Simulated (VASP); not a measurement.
Write the native input for VASP 6.6.1 that does the following.

```yaml
Task: single point
Functional: PBE
Potentials_or_basis: VASP PAW PBE potentials, release 64 (Rb_sv, Cl)
Cutoff: 500 eV
k_mesh: 8 × 8 × 8
Occupations: gaussian, width 0.01 eV
Spin: no spin polarisation
Dipole_correction: no
Further_INCAR_settings: ALGO = Normal; EDIFF = 1e-06; NBANDS = 15
```

The structure of RbCl lies in POSCAR:

```
RbCl
1.0
    0.0000000000      3.3058242375      3.3058242375
    3.3058242375      0.0000000000      3.3058242375
    3.3058242375      3.3058242375      0.0000000000
Rb Cl
1 1
Direct
    0.0000000000      0.0000000000      0.0000000000
    0.5000000000      0.5000000000      0.5000000000
```

These files were run (other wordings do the same):

INCAR

```
ALGO = Normal ; EDIFF = 1E-6
ENCUT = 500 ; GGA = PE
GGA_COMPAT = False ; ISIF = 2
ISMEAR = 0 ; LASPH = True
LCHARG = False ; LREAL = False
LWAVE = False ; NBANDS = 15
NELM = 120 ; PREC = Accurate
SIGMA = 0.01
```

KPOINTS

```
k-points
0
Gamma
  8 8 8
```

Potentials or basis: VASP PAW PBE potentials, release 64 (Rb_sv, Cl).

Run with:

```console
$ cat potpaw_PBE.64/Rb_sv/POTCAR potpaw_PBE.64/Cl/POTCAR > POTCAR
$ mpirun -np 1 vasp_std > vasp.out
```

It gave:

| Quantity | Value |
| --- | --- |
| Pressure | 0.6 GPa |
| Band gap on the k mesh | 4.95 eV, direct |

Run time: 24 s on 1 thread of Intel(R) Xeon(R) Platinum 8259CL CPU @ 2.50GHz (Skylake/Cascade Lake), with other jobs on the host, peak memory 0.21 GiB.
